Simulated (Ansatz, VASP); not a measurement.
**One calculation of LiCl, two programs**

The input INCAR:

```
SYSTEM = LiCl
PREC = Accurate
ENCUT = 520
EDIFF = 1E-6
ISMEAR = 0
SIGMA = 0.028999999999999998
LREAL = .False.
LASPH = .True.
NELM = 60
ALGO = Normal
ISIF = 2
LWAVE = .False.
LCHARG = .False.
GGA = PE
NBANDS = 12
```

KPOINTS

```
regular mesh
0
Gamma
  9 9 9
  0 0 0
```

Contents of POSCAR:

```
LiCl
1.0
    0.0000000000      2.5647700000      2.5647700000
    2.5647700000      0.0000000000      2.5647700000
    2.5647700000      2.5647700000      0.0000000000
Cl Li
1 1
Direct
    0.5000000000      0.5000000000      0.5000000000
    0.0000000000      0.0000000000      0.0000000000
```

File input.yaml:

```yaml
crystal:
  lattice:
    - [0.0, 2.56477, 2.56477]
    - [2.56477, 0.0, 2.56477]
    - [2.56477, 2.56477, 0.0]
  atoms:
    - { symbol: Cl, position: [0.5, 0.5, 0.5] }
    - { symbol: Li, position: [0.0, 0.0, 0.0] }
hamiltonian:
  xc: pbe
  pseudopotentials: { kind: paw }
kpoints:
  mp_grid: { grid: [9, 9, 9] }
scf:
  occupations: { method: gaussian, width: 0.029 }
output:
  forces: true
  stress: true
  eigenvalues: true
```

Alike in both runs: task single point; functional PBE; k mesh 9 × 9 × 9; occupations gaussian, width 0.029 eV; no spin polarisation.

|  | VASP | Ansatz |
| --- | --- | --- |
| version | VASP 6.6.1 | Ansatz 0.2.0 |
| potentials or method | VASP PAW PBE potentials, release 64 (Cl, Li_sv) | Ansatz PAW |
| plane-wave cutoff (eV) | 520 | 420 |
| valence electrons in the cell | 10 | 10 |

Ansatz gave:

- gap on the k mesh at the Fermi level (eV): 6.33
- least direct gap on the mesh (eV): 6.33

Task: What did VASP give for the same quantities?

Result: gap on the k mesh at the Fermi level (eV): 6.34; least direct gap on the mesh (eV): 6.34.

The functional is the same, so the differences come from potentials, cutoffs and numerics.

Noted on VASP's run: the cutoff is short for stress, so the pressure is rough. Noted on Ansatz's run: odd divisions of the mesh miss points on the zone boundary, where band edges often lie, so the gap on the mesh can be too wide.
